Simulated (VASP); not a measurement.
## AlNi: single point with PBEsol

Crystal: AlNi.

```
CELL_PARAMETERS angstrom
2.02134 -2.02136 0.00000
2.02134 2.02136 0.00000
0.00000 0.00000 2.86940
ATOMIC_POSITIONS crystal
Al 0.00000 0.00000 0.00000
Ni 0.50000 0.50000 0.50000
```

```json
{"Program": "VASP 6.6.1", "Task": "single point", "Functional": "PBEsol", "Potentials or basis": "VASP PAW PBE potentials, release 64 (Al, Ni)", "Cutoff": "520 eV", "k mesh": "16 × 16 × 14", "Occupations": "gaussian, width 0.1 eV", "Spin": "no spin polarisation"}
```

```yaml
Pressure: -0.1 GPa
Band_gap_on_the_k_mesh: zero (an odd number of electrons rules out a gap without spin polarisation)
```

Levels at points of the mesh, in eV from the Fermi level:
```csv
k point,band 5,band 6,band 7,band 8,band 9,band 10
"(0.00, 0.00, 0.00)",-1.57,-1.56,5.50,5.64,5.64,8.20
"(0.50, 0.00, 0.00)",-2.29,-1.48,-0.64,8.33,10.02,10.15
"(0.50, 0.50, 0.00)",-2.13,-2.13,-1.02,1.53,2.63,12.45
"(0.00, 0.00, 0.50)",-2.29,-1.47,-0.66,8.33,10.13,10.13
"(0.50, 0.00, 0.50)",-2.12,-2.11,-1.03,1.50,2.59,12.55
"(0.50, 0.50, 0.50)",-0.99,1.97,1.98,1.98,3.91,4.56
```

Run time: 99 s on 1 thread of Intel Xeon 8259CL, on a shared host, peak memory 0.31 GiB.

Caveat: the PAW data sets were made with another functional, which shifts forces and pressure a little. Spin polarisation is off, so any magnetic state and its effect on volume and gap are missing.
